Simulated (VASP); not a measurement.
## SnTe: single point with HSE06

Crystal: SnTe.

```xyz
2
Lattice="0.0000 3.1893 3.1893 3.1893 0.0000 3.1893 3.1893 3.1893 0.0000" Properties=species:S:1:pos:R:3 pbc="T T T"
Sn    0.0000    0.0000    0.0000
Te    3.1893    3.1893    3.1893
```

```json
{"Program": "VASP 6.6.1", "Task": "single point", "Functional": "HSE06", "Potentials or basis": "VASP PAW PBE potentials, release 64 (Sn_d, Te)", "Cutoff": "520 eV", "k mesh": "6 × 6 × 6", "Occupations": "fermi-dirac, width 0.02 eV", "Spin": "no spin polarisation", "Dipole correction": "no", "Grid for exact exchange (PRECFOCK)": "Normal", "Further INCAR settings": "ALGO = Normal; EDIFF = 1e-07; NBANDS = 17", "Share of exact exchange": "0.25", "Screening parameter": "0.2079 1/Å"}
```

```yaml
Pressure: -0.5 GPa
Band_gap_on_the_k_mesh: 0.20 eV
```

Levels at points of the mesh, in eV from the valence-band top:
```
           k point  band 7  band 8  band 9  band 10  band 11  band 12  band 13  band 14
(0.00, 0.00, 0.00)   -5.24   -2.44   -2.44    -2.44     3.80     3.80     3.80     5.22
(0.50, 0.00, 0.00)   -9.15   -2.10   -2.10     0.00     0.20     0.60     0.60     8.31
(0.50, 0.50, 0.00)   -7.13   -6.09   -4.13    -4.13     2.56     5.41     5.41     6.89
```

Wall time 110 min on 1 thread of AMD EPYC 9755 128-Core Processor, with other jobs on the host, peak memory 0.31 GiB.

Caveat: the PAW data sets were made with another functional, which shifts forces and pressure a little; spin-orbit coupling is left out, which moves the levels of the heavy elements. A k mesh can miss the band edges.
